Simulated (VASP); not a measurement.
Wanted: the native input for a VASP 6.6.1 run.

```
Task                   : single point
Functional             : PBE
Dispersion             : D3(BJ)
Potentials or basis    : VASP PAW PBE potentials, release 64 (Cl, H)
Cutoff                 : 520 eV
k mesh                 : 1 × 1 × 1
Occupations            : fermi-dirac, width 0.02 eV
Spin                   : no spin polarisation
Dipole correction      : no
Further INCAR settings : LREAL = Auto; ALGO = Normal; EDIFF = 1e-06; NBANDS = 66
```

The structure of HCl lies in POSCAR:

```
HCl
1.0
    8.7642490000      0.0000000000      0.0000000000
    0.0000000000      8.7642490000      0.0000000000
    0.0000000000      0.0000000000      8.7642490000
Cl H
12 12
Direct
    0.5700317278      0.7231195736      0.2008500671
    0.2367344880      0.4642382935      0.3498759563
    0.9707277828      0.8330890644      0.1669852146
    0.3705280395      0.1832558614      0.9765468781
    0.0453775332      0.5704767174      0.9545141860
    0.5941068082      0.4731038564      0.5524717520
    0.9784523466      0.2813475519      0.6837322856
    0.6025616114      0.0375959195      0.4098925076
    0.4953305183      0.8793793969      0.7339590648
    0.8941439249      0.7383519113      0.6318282377
    0.7462704448      1.0684657636      0.9783268367
    0.8076904250      0.4057735010      0.1967424705
    0.6679864983      0.6186154684      0.2240808083
    0.3435662314      0.5230225659      0.2714436799
    0.8483556321      0.7488262828      0.1776877859
    0.3993724961      0.2337336605      0.8380067705
    0.0660524364      0.4491314658      0.8870811407
    0.4632456244      0.4431412207      0.4991300453
    0.8918505168      0.1751775879      0.7354081337
    0.6778447303      0.0521322477      0.2805602625
    0.6070343278      0.8832473838      0.6295918795
    1.0135608881      0.7691018363      0.5399778121
    0.6325356571      1.0185470541      0.8606784221
    0.9151725379      0.4631657544      0.1228627804
```

One way to write it, as run:

INCAR

```
SYSTEM = HCl
PREC = Accurate
ENCUT = 520
EDIFF = 1E-6
ISMEAR = -1
SIGMA = 0.02
LREAL = Auto
LASPH = .TRUE.
NELM = 60
ALGO = Normal
ISIF = 2
LWAVE = .FALSE.
LCHARG = .TRUE.
GGA = PE
IVDW = 12
LELF = .TRUE.
LVHAR = .TRUE.
NBANDS = 66
```

KPOINTS

```
regular mesh
0
G
  1 1 1
  0 0 0
```

Potentials or basis: VASP PAW PBE potentials, release 64 (Cl, H).

Run with:

```bash
$ cat potpaw_PBE.64/Cl/POTCAR potpaw_PBE.64/H/POTCAR > POTCAR
$ mpirun -np 1 vasp_gam > vasp.out
```

It gave:

* Pressure: 0.2 GPa
* Largest force: 2.767 eV/Å
* Band gap on the k mesh: 4.83 eV
* Dispersion energy per atom: -0.057 eV

Caveat: the k points lie up to 0.72 Å⁻¹ apart.

It took 69 s on 1 thread of Intel(R) Xeon(R) Platinum 8488C (Sapphire Rapids) (shared host), peak memory 0.65 GiB.
